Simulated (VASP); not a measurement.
# PtSe2 in VASP: notebook

Runs on PtSe2. Level: PBE+D3(BJ). Tasks: relaxation of the atoms, single point.

Program: VASP 6.6.1. These are calculated values, not measurements. Logs are shortened: lines on timing, memory, paths and dates and some standing lists are left out, and cuts for length are marked.

### 1 The cell of the first run

The cell holds a slab with vacuum, 6 atoms: a = 3.772 Å, b = 3.772 Å, c = 24.383 Å, α = 90.00°, β = 90.00°, γ = 120.00°.

### 2 Relaxation of the atoms, PBE+D3(BJ)

Contents of INCAR:

```
SYSTEM = PtSe2
PREC     = Accurate       ! precision mode
ENCUT    = 450            ! plane-wave cutoff, eV
EDIFF    = 1E-7           ! SCF threshold, eV
ISMEAR   = 0              ! smearing method
SIGMA    = 0.1            ! smearing width, eV
LREAL    = .FALSE.        ! projectors in reciprocal space
LASPH    = .TRUE.         ! aspherical terms in the spheres
NELM     = 120            ! most SCF steps
ALGO     = Normal         ! electronic algorithm
ISIF     = 2              ! what is computed and relaxed
LWAVE    = .FALSE.        ! write WAVECAR
LCHARG   = .FALSE.        ! write CHGCAR
LDIPOL   = .TRUE.       
IDIPOL   = 3            
DIPOL    = 0.5 0.5 0.500
GGA      = PE             ! functional
IVDW     = 12             ! dispersion correction
IBRION   = 2              ! ionic algorithm
NSW      = 90             ! ionic steps
EDIFFG   = -0.03          ! ionic threshold
GGA_COMPAT= .FALSE.      
NELMIN   = 4            
NELMDL   = -8
```

Contents of KPOINTS:

```
regular mesh
0
G
  9 9 1
  0 0 0
```

Contents of POSCAR:

```
PtSe2
1.0
    3.7717024303      0.0000000000      0.0000000000
   -1.8858512152      3.2663901202      0.0000000000
    0.0000000000      0.0000000000     24.3826380588
Se Pt
4 2
Selective dynamics
Direct
    0.6666666667      0.3333333333      0.3486087100  F F F
    0.3333333333      0.6666666667      0.4536347412  F F F
    0.6666666667      0.3333333333      0.5463652588  T T T
    0.3333333333      0.6666666667      0.6513912900  T T T
    0.0000000000      0.0000000000      0.4011217256  F F F
    0.0000000000      0.0000000000      0.5988782744  T T T
```

Potentials or basis: VASP PAW PBE potentials, release 64 (Se, Pt).

Run with:

```sh
> cat potpaw_PBE.64/Se/POTCAR potpaw_PBE.64/Pt/POTCAR > POTCAR
> mpirun -np 1 vasp_std > vasp.out
```

OUTCAR:

```text
SYSTEM = PtSe2
   PREC = Accurate
   ENCUT = 450
   EDIFF = 1E-7
   ISMEAR = 0
   LREAL = .FALSE.
   LASPH = .TRUE.
   NELM = 120
   ISIF = 2
   GGA = PE
   IVDW = 12
   IBRION = 2
   NSW = 90
   EDIFFG = -0.03
   NELMIN = 4
   NELMDL = -8
 IVDW          = 12

 ion  position               nearest neighbor table
   1  0.667  0.333  0.349-   5 2.53   5 2.53   5 2.53
   2  0.333  0.667  0.454-   5 2.53   5 2.53   5 2.53
   3  0.667  0.333  0.546-   6 2.53   6 2.53   6 2.53
   4  0.333  0.667  0.651-   6 2.53   6 2.53   6 2.53
   5  0.000  0.000  0.401-   1 2.53   2 2.53   1 2.53   2 2.53   1 2.53   2 2.53
   6  0.000  0.000  0.599-   3 2.53   4 2.53   3 2.53   4 2.53   3 2.53   4 2.53

  LATTYP: Found a hexagonal cell.
 ALAT       =     3.7717024303
 C/A-ratio  =     6.4646240019

  Lattice vectors:

 A1 = (   3.7717024303,   0.0000000000,   0.0000000000)
 A2 = (  -1.8858512152,   3.2663901202,   0.0000000000)
 A3 = (   0.0000000000,   0.0000000000,  24.3826380588)

Analysis of symmetry for initial positions (statically):
=====================================================================
 Subroutine PRICEL returns:
 Original cell was already a primitive cell.

 Routine SETGRP: Setting up the symmetry group for a
 hexagonal supercell.

 Subroutine GETGRP returns: Found 12 space group operations
 (whereof 12 operations were pure point group operations)
 out of a pool of 24 trial point group operations.

The static configuration has the point symmetry D_3d.

Analysis of symmetry for dynamics (positions and initial velocities):
=====================================================================
 Subroutine PRICEL returns:
 Original cell was already a primitive cell.

 Routine SETGRP: Setting up the symmetry group for a
 hexagonal supercell.

 Subroutine GETGRP returns: Found 12 space group operations
 (whereof 12 operations were pure point group operations)
 out of a pool of 24 trial point group operations.

The dynamic configuration has the point symmetry D_3d.

Analysis of constrained symmetry for selective dynamics:
=====================================================================
 Subroutine PRICEL returns:
 Original cell was already a primitive cell.

 Routine SETGRP: Setting up the symmetry group for a
 hexagonal supercell.

 Subroutine GETGRP returns: Found  6 space group operations
 (whereof  6 operations were pure point group operations)
 out of a pool of 24 trial point group operations.

The constrained configuration has the point symmetry C_3v.

 Subroutine INISYM returns: Found  6 space group operations
 (whereof  6 operations are pure point group operations),
 and found     1 'primitive' translations

----------------------------------------------------------------------------------------

                                     Primitive cell

  volume of cell :     300.3905

  direct lattice vectors                    reciprocal lattice vectors
     3.771702430  0.000000000  0.000000000     0.265132263  0.153074183  0.000000000
    -1.885851215  3.266390120  0.000000000     0.000000000  0.306148367  0.000000000
     0.000000000  0.000000000 24.382638059     0.000000000  0.000000000  0.041012789

  length of vectors
     3.771702430  3.771702430 24.382638059     0.306148367  0.306148367  0.041012789

  position of ions in fractional coordinates (direct lattice)
     0.666666667  0.333333333  0.348608710
     0.333333333  0.666666667  0.453634741
     0.666666667  0.333333333  0.546365259
     0.333333333  0.666666667  0.651391290
     0.000000000  0.000000000  0.401121726
     0.000000000  0.000000000  0.598878274

  ion indices of the primitive-cell ions
   primitive index   ion index
                 1           1
                 2           2
                 3           3
                 4           4
                 5           5
                 6           6

----------------------------------------------------------------------------------------

 KPOINTS: regular mesh

Automatic generation of k-mesh.
 Grid dimensions read from file:
 generate k-points for:    9    9    1

 Generating k-lattice:

  Cartesian coordinates                     Fractional coordinates (reciprocal lattice)
     0.029459140  0.017008243  0.000000000     0.111111111  0.000000000  0.000000000
     0.000000000  0.034016485  0.000000000     0.000000000  0.111111111  0.000000000
     0.000000000  0.000000000  0.041012789     0.000000000  0.000000000  1.000000000

  Length of vectors
     0.034016485  0.034016485  0.041012789

  Shift w.r.t. Gamma in fractional coordinates (k-lattice)
     0.000000000  0.000000000  0.000000000

 Subroutine IBZKPT returns following result:
 ===========================================

 Found     12 irreducible k-points:

 Following reciprocal coordinates:
            Coordinates               Weight
  0.000000  0.000000  0.000000      1.000000
  0.111111  0.000000  0.000000      6.000000
  0.222222  0.000000  0.000000      6.000000
  0.333333  0.000000  0.000000      6.000000
  0.444444  0.000000  0.000000      6.000000
  0.111111  0.111111  0.000000      6.000000
  0.222222  0.111111  0.000000     12.000000
  0.333333  0.111111  0.000000     12.000000
  0.444444  0.111111  0.000000      6.000000
  0.222222  0.222222  0.000000      6.000000
  0.333333  0.222222  0.000000     12.000000
  0.333333  0.333333  0.000000      2.000000
   k-points           NKPTS =     12   k-points in BZ     NKDIM =     12   number of bands    NBANDS=     26
   number of dos      NEDOS =    301   number of ions     NIONS =      6
   total plane-waves  NPLWV = 141120
   dimension x,y,z NGX =    28 NGY =   28 NGZ =  180
   dimension x,y,z NGXF=    56 NGYF=   56 NGZF=  360
   ions per type =               4   2
   NGX,Y,Z   is equivalent  to a cutoff of  12.34, 12.34, 12.27 a.u.
   NGXF,Y,Z  is equivalent  to a cutoff of  24.68, 24.68, 24.55 a.u.
 SYSTEM =  PtSe2
   PREC   = accura    normal or accurate (medium, high low for compatibility)
   ISTART =      0    job   : 0-new  1-cont  2-samecut
   ICHARG =      2    charge: 1-file 2-atom 10-const
   ISPIN  =      1    spin polarized calculation?
   LNONCOLLINEAR =      F non collinear calculations
   LSORBIT =      F    spin-orbit coupling
   LASPH  =      T    aspherical Exc in radial PAW
   ENCUT  =  450.0 eV  33.07 Ry    5.75 a.u.   6.52  6.52 42.17*2*pi/ulx,y,z
   NELM   =    120;   NELMIN=  4; NELMDL= -8     # of ELM steps
   EDIFF  = 0.1E-06   stopping-criterion for ELM
   LREAL  =      F    real-space projection
   EDIFFG = -.3E-01   stopping-criterion for IOM
   NSW    =     90    number of steps for IOM
   IBRION =      2    ionic relax: 0-MD 1-quasi-New 2-CG
   NFREE  =      1    steps in history (QN), initial steepest desc. (CG)
   ISIF   =      2    stress and relaxation
   ISYM   =      2    0-nonsym 1-usesym 2-fastsym
   POTIM  = 0.5000    time-step for ionic-motion
   TEBEG  =    0.0;   TEEND  =   0.0 temperature during run
   PSTRESS=    0.0 pullay stress
   NELECT =      44.0000    total number of electrons
   NUPDOWN=      -1.0000    fix difference up-down
   EMIN   =  10.00;   EMAX   =-10.00  energy-range for DOS
   EFERMI =   0.00;   METHOD = LEGACY
   ISMEAR =     0;   SIGMA  =   0.10  broadening in eV -4-tet -1-fermi 0-gaus
   EFERMI_NEDOS =   21; number of points for ismear=-14 and -15
   IALGO  =     38    algorithm
   IMIX   =      4    mixing-type and parameters
     AMIX     =   0.40;   BMIX     =  1.00
     AMIX_MAG =   1.60;   BMIX_MAG =  1.00
  volume/ion in A,a.u.               =      50.07       337.86
  Fermi-wavevector in a.u.,A,eV,Ry     =   0.862973  1.630782 10.132554  0.744722
  Thomas-Fermi vector in A             =   1.980854
   LORBIT       =      0    0 simple, 1 ext, 2 COOP (PROOUT), +10 PAW based schemes
   GGA     = PE    functional components
   LHFCALC =     F    Hartree Fock is set to
   AEXX    =    0.0000 exact exchange contribution
   IVDW    =    12    specifies the selected vdW correction
   LEPSILON=     F    determine dielectric tensor
   LRPA    =     F    only Hartree local field effects (RPA)
 conjugate gradient relaxation of ions
 non-spin polarized calculation
 Gauss-broadening in eV      SIGMA  =   0.10
  energy-cutoff  :      450.00
  volume of cell :      300.39
 maximum number of plane-waves:      6589
 NGX is ok and might be reduce to    28

--------------------------------------- Ionic step        1  -------------------------------------------

 number of electron      43.9999995 magnetization

 Free energy of the ion-electron system (eV)
  ---------------------------------------------------
  ext. energy  EPLUGINS =         0.00000000
  ---------------------------------------------------
  free energy    TOTEN  =       -28.46893575 eV

  energy without entropy =      -28.46848256  energy(sigma->0) =      -28.46870915

------------------------ aborting loop because EDIFF is reached ----------------------------------------

 Edisp (eV)   -2.30734

 E8    (eV) :    -1.0274
[... 29 lines left out ...]
  FREE ENERGIE OF THE ION-ELECTRON SYSTEM (eV)
  ---------------------------------------------------
  free  energy   TOTEN  =       -30.7762775633 eV

  energy  without entropy=      -30.7758243764  energy(sigma->0) =      -30.77605097

 dipolmoment           0.000000      0.000000      0.000237 electrons x Angstroem

--------------------------------------- Ionic step        2  -------------------------------------------

 number of electron      43.9999996 magnetization

------------------------ aborting loop because EDIFF is reached ----------------------------------------
[... 83 lines left out ...]
--------------------------------------- Ionic step        4  -------------------------------------------

 number of electron      43.9999996 magnetization

 dipolmoment           0.000000      0.000000     -0.000276 electrons x Angstroem

 Free energy of the ion-electron system (eV)
  ---------------------------------------------------
  ext. energy  EPLUGINS =         0.00000000
  ---------------------------------------------------
  free energy    TOTEN  =       -28.47134660 eV

  energy without entropy =      -28.47084642  energy(sigma->0) =      -28.47109651

 E-fermi :  -0.1196     XC(G=0):  -4.8434

 val. band max:       -0.2885387459   @ k =   0.1111   0.0000   0.0000
 cond. band min:       0.0543468051   @ k =   0.2222   0.0000   0.0000
 fundamental gap:      0.3428855511
 Fermi energy:        -0.1195503231

 k-point     1 :       0.0000    0.0000    0.0000
  band No.  band energies     occupation
      1     -15.6324      2.00000
      2     -15.0729      2.00000
      3     -13.7721      2.00000
      4     -13.0554      2.00000
      5      -6.7935      2.00000
      6      -6.3980      2.00000
[... 337 lines left out ...]
     25       1.3462      0.00000
     26       1.3742      0.00000

------------------------ aborting loop because EDIFF is reached ----------------------------------------

 vacuum level on the upper side and lower side of the slab       (xc-potential included)        -0.058        -0.007

 Edisp (eV)   -2.30701

 E8    (eV) :    -1.0273

  FORCE on cell =-STRESS in cart. coord.  units (eV):
  Direction    XX          YY          ZZ          XY          YZ          ZX
  --------------------------------------------------------------------------------------
  -------------------------------------------------------------------------------------
  Total      -1.07150    -1.07150     0.33759     0.00000     0.00000    -0.00000
  in kB      -5.71501    -5.71501     1.80057     0.00000     0.00000    -0.00000
  external pressure =       -3.21 kB  Pullay stress =        0.00 kB
[... 21 lines left out ...]
  FREE ENERGIE OF THE ION-ELECTRON SYSTEM (eV)
  ---------------------------------------------------
  free  energy   TOTEN  =       -30.7783530405 eV

  energy  without entropy=      -30.7778528689  energy(sigma->0) =      -30.77810295

 reached required accuracy - stopping structural energy minimisation

 vacuum level on the upper side and lower side of the slab         4.465         4.513
```

It took 6.7 min on 1 thread of Intel Xeon 8259CL, shared host; peak memory 0.43 GiB.

What came out:

```yaml
Free_energy: -30.7784 eV
Energy_gained_by_relaxing: 0.3 meV/atom
Ionic_steps: 4
Band_gap_on_the_k_mesh: 0.34 eV (least direct gap 0.75 eV)
Dispersion_energy_per_atom: -0.385 eV
```

The path:
```csv
step,energy change (eV),largest force on free atoms (eV/Å),pressure (GPa)
1,0.0000,0.2259,-0.29
2,-0.0020,0.0602,-0.32
3,-0.0020,0.0309,-0.31
4,-0.0021,0.0248,-0.32
```

Final structure:
```
Se Pt
1.0
     3.77170    0.00000    0.00000
    -1.88585    3.26639    0.00000
     0.00000    0.00000   24.38264
Se Pt
4 2
Direct
  0.66667 0.33333 0.34861
  0.33333 0.66667 0.45363
  0.66667 0.33333 0.54660
  0.33333 0.66667 0.65175
  0.00000 0.00000 0.40112
  0.00000 0.00000 0.59853
```

Caveat: spin-orbit coupling is left out, which moves the levels of the heavy elements.

### 3 Single point, PBE+D3(BJ), non-collinear spin, zero start, spin-orbit coupling

This run uses another cell than the first one: it holds 3 atoms, not 6.

Contents of INCAR:

```
SYSTEM = PtSe2
PREC = Accurate
ENCUT = 520
EDIFF = 1E-6
ISMEAR = 0
SIGMA = 0.02
LREAL = .False.
LASPH = .True.
NELM = 150
ALGO = Normal
ISIF = 2
LWAVE = .False.
LCHARG = .False.
MAGMOM = 0 0 0 0 0 0 0 0 0
LORBIT = 11
LSORBIT = .True.
GGA_COMPAT = .False.
LORBMOM = .True.
LMAXMIX = 4
LDIPOL = .True.
IDIPOL = 3
DIPOL = 0.5 0.5 0.500
GGA = PE
IVDW = 12
NBANDS = 35
```

Contents of KPOINTS:

```
regular mesh
0
Gamma
  12 12 1
  0 0 0
```

Contents of POSCAR:

```
PtSe2
1.0
    3.7068661351      0.0000000000      0.0000000000
   -1.8534330675      3.2102402414      0.0000000000
    0.0000000000      0.0000000000     31.1216233429
Se Pt
2 1
Direct
    0.6666666667      0.3333333333      0.4574342816
    0.3333333333      0.6666666667      0.5425657184
    0.0000000000      0.0000000000      0.5000000000
```

Potentials or basis: VASP PAW PBE potentials, release 64 (Se, Pt).

Run with:

```sh
> cat potpaw_PBE.64/Se/POTCAR potpaw_PBE.64/Pt/POTCAR > POTCAR
> mpirun -np 1 vasp_ncl > vasp.out
```

Run time: 7.4 min. Hardware: 1 thread of AMD EPYC 9R45 (Zen 5), shared host; peak memory 1.3 GiB.

The run converged. Its results:

```
Free energy                                           : -15.5837 eV
Largest force                                         : 0.030 eV/Å
Net moment                                            : 0.00 μB per cell
Valence electrons inside the program's atomic spheres : Se 3.79; Pt 9.37
Dispersion energy per atom                            : -0.299 eV
```

Forces in eV/Å, atoms in the order of the input:
```
Se   0.000  0.000 -0.030
Se   0.000  0.000  0.030
Pt   0.000  0.000  0.000
```

Moments on the atoms (μB; x, y, z):
```
Se  0.00 0.00 0.00
Se  0.00 0.00 0.00
Pt  0.00 0.00 0.00
```
